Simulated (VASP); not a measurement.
Set up this calculation in VASP 6.6.1, as the native input.

| Quantity | Value |
| --- | --- |
| Task | single point |
| Functional | PBE |
| Potentials or basis | VASP PAW PBE potentials, release 64 (Zr_sv, Ag, Se) |
| Cutoff | 500 eV |
| k mesh | 12 × 12 × 2 |
| Occupations | gaussian, width 0.1 eV |
| Spin | no spin polarisation |
| Dipole correction | no |
| Further INCAR settings | ALGO = Normal; EDIFF = 1e-06; NBANDS = 48 |

The structure of Zr4AgSe3 lies in POSCAR:

```
Zr4AgSe3
1.0
    3.6119370942      0.0000000000      0.0000000000
   -1.8059685471      3.1280292804      0.0000000000
    0.0000000000      0.0000000000     16.0207056048
Zr Ag Se
4 1 3
Direct
    0.3333333333      0.6666666667      0.1447033211
    0.3333333333      0.6666666667      0.6194857834
    0.3333333333      0.6666666667      0.3805142166
    0.3333333333      0.6666666667      0.8552966789
    0.0000000000      0.0000000000      0.0000000000
    0.0000000000      0.0000000000      0.5000000000
    0.6666666667      0.3333333333      0.2612520657
    0.6666666667      0.3333333333      0.7387479343
```

The input as run:

INCAR

```
SYSTEM = Zr4AgSe3
PREC = Accurate
ENCUT = 500
EDIFF = 1E-6
ISMEAR = 0
SIGMA = 0.1
LREAL = .FALSE.
LASPH = .TRUE.
NELM = 120
ALGO = Normal
ISIF = 2
LWAVE = .FALSE.
LCHARG = .FALSE.
GGA = PE
NBANDS = 48
GGA_COMPAT = .FALSE.
```

KPOINTS

```
regular mesh
0
G
  12 12 2
  0 0 0
```

Potentials or basis: VASP PAW PBE potentials, release 64 (Zr_sv, Ag, Se).

Run with:

```bash
$ cat potpaw_PBE.64/Zr_sv/POTCAR potpaw_PBE.64/Ag/POTCAR potpaw_PBE.64/Se/POTCAR > POTCAR
$ mpirun -np 1 vasp_std > vasp.out
```

Results of the run:

```json
{
  "Pressure": "-8.0 GPa",
  "Largest force": "0.009 eV/Å",
  "Band gap on the k mesh": "zero (an odd number of electrons rules out a gap without spin polarisation)"
}
```

Caveat: the cell stands under tension.

Wall time 11 min on 1 thread of Intel Xeon 8259CL, with other jobs on the host, peak memory 0.47 GiB.
